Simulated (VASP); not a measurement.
Write the native input for VASP 6.6.1 that does the following.

```
Task                   : single point
Functional             : PBE
Potentials or basis    : VASP PAW PBE potentials, release 64 (Ba_sv, O, H)
Cutoff                 : 520 eV
k mesh                 : 2 × 2 × 2
Occupations            : gaussian, width 0.02 eV
Spin                   : collinear spin
Starting moments       : [0.0, 0.0, 0.0, 0.0, 0.0, 0.0, 0.0, 0.0, 0.0, 0.0, 0.0, 0.14, 0.0, 0.14, 0.14, 0.14, 0.4] μB
Dipole correction      : no
Further INCAR settings : LREAL = Auto; ALGO = Normal; EDIFF = 1e-06; NBANDS = 82
```

The structure of Ba8HO8 (a cell with a defect) lies in POSCAR:

```
Ba8HO8
1.0
    5.5739975432      0.0000000000     -5.5739975432
    0.0000000000      5.5739975432     -5.5739975432
    5.5739975432      5.5739975432      0.0000000000
Ba O H
8 8 1
Direct
    0.4966011338     -0.0003267852     -0.0034435788
    0.4761928902      0.0002703625      0.5060520709
    0.4940839099      0.5017001673     -0.0059622380
    0.4935726969      0.5015474044      0.5004264854
    1.0061066508      0.0002865089     -0.0238742481
    1.0058177200     -0.0004624150      0.5057634988
    1.0004596265      0.5015587966     -0.0064724643
    0.9911763429      0.5152139874      0.4911221217
    0.2452636531      0.2530166167      0.7452708703
    0.2442659850      0.2517380012      0.2498338023
    0.2495679249      0.7411590995      0.7495582780
    0.2577795359      0.7460755890      0.2433904015
    0.7498267568      0.2517309147      0.7442727536
    0.7678650675      0.1853454351      0.2678442157
    0.7433828178      0.7460715524      0.7577872016
    0.7438307010      0.7481547072      0.2438557767
    0.8252738657      1.0110672738      0.3251997307
```

These files were run (other wordings do the same):

INCAR

```
  PREC = Accurate
  ENCUT = 520
  EDIFF = 1E-6
  ISMEAR = 0
  SIGMA = 0.02
  LREAL = Auto
  LASPH = T
  NELM = 150
  ALGO = Normal
  ISIF = 2
  LWAVE = F
  LCHARG = F
  ISPIN = 2
  MAGMOM = 0 0 0 0 0 0 0 0 0 0 0 0.14 0 0.14 0.14 0.14 0.4
  LORBIT = 11
  GGA = PE
  NBANDS = 82
```

KPOINTS

```
regular mesh
0
Gamma
  2 2 2
```

Potentials or basis: VASP PAW PBE potentials, release 64 (Ba_sv, O, H).

Command:

```sh
$ cat potpaw_PBE.64/Ba_sv/POTCAR potpaw_PBE.64/O/POTCAR potpaw_PBE.64/H/POTCAR > POTCAR
$ mpirun -np 1 vasp_std > vasp.out
```

Results of the run:

The pressure is 2.1 GPa. The largest force is 2.826 eV/Å and the net moment is 0.25 μB per cell. The valence electrons inside the program's atomic spheres are Ba 7.99, 8.02 (each value once); O 4.93, 4.95, 4.92, 5.00 (each value once); H 0.59.

Caveat: the k points lie up to 0.49 Å⁻¹ apart.

Run time: 25 min on 1 thread of Oxide Virtual Turin-like Processor, on a shared host, peak memory 0.77 GiB.
